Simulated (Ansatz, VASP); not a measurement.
**Two plane-wave programs on H**

INCAR

```
SYSTEM = H
PREC = Accurate
ENCUT = 450
EDIFF = 1E-7
ISMEAR = 0
SIGMA = 0.02
LREAL = .FALSE.
LASPH = .TRUE.
NELM = 120
ALGO = Normal
ISIF = 2
LWAVE = .FALSE.
LCHARG = .FALSE.
GGA = PE
IBRION = 2
NSW = 60
EDIFFG = -0.008
GGA_COMPAT = .FALSE.
NELMIN = 4
```

KPOINTS

```
Automatic mesh
0
G
  6 6 6
  0 0 0
```

The input POSCAR:

```
H
1.0
    3.7097913310      0.0000000000      0.0000000000
    0.0000000000      3.7097913310      0.0000000000
    0.5485415488      0.0000000000      4.5711795732
H
4
Direct
    0.0008284164      0.0000000000      0.9180919952
   -0.0008284164      0.0000000000      0.0819080048
    0.5008284164      0.5000000000      0.4180919952
    0.4991715836      0.5000000000      0.5819080048
```

Input for Ansatz:

```yaml
crystal:
  lattice:
    - [3.709791331, 0.0, 0.0]
    - [0.0, 3.709791331, 0.0]
    - [0.5485415488, 0.0, 4.5711795732]
  atoms:
    - { symbol: H, position: [0.0008284164, 0.0, 0.9180919952] }
    - { symbol: H, position: [-0.0008284164, 0.0, 0.0819080048] }
    - { symbol: H, position: [0.5008284164, 0.5, 0.4180919952] }
    - { symbol: H, position: [0.4991715836, 0.5, 0.5819080048] }
basis:
  ecutwfc: 420
kpoints:
  mp_grid: { grid: [6, 6, 6] }
hamiltonian:
  xc: pbe
scf:
  occupations: { method: gaussian, width: 0.02 }
output:
  forces: true
  stress: true
  eigenvalues: true
relax:
  adjacent_minimum: "off"
  f_tol: 0.008
  max_steps: 40
```

Change from the starting cell: shear of c along a, cell held, atoms relaxed: +12.0 %.

Alike in both runs: task relaxation of the atoms; functional PBE; k mesh 6 × 6 × 6; occupations gaussian, width 0.02 eV; no spin polarisation.

```csv
,VASP,Ansatz
version,VASP 6.6.1,Ansatz 0.2.0
potentials or method,"VASP PAW PBE potentials, release 64 (H), cutoff 450 eV","scalar-relativistic, plane waves, PAW"
valence electrons in the cell,4,4
```

```tsv
	VASP	Ansatz	Ansatz less VASP
gap on the k mesh at the Fermi level, each at its own relaxed structure (eV)	8.93	8.94	+0.010
```

Ansatz's warnings: stress scf threshold loose.
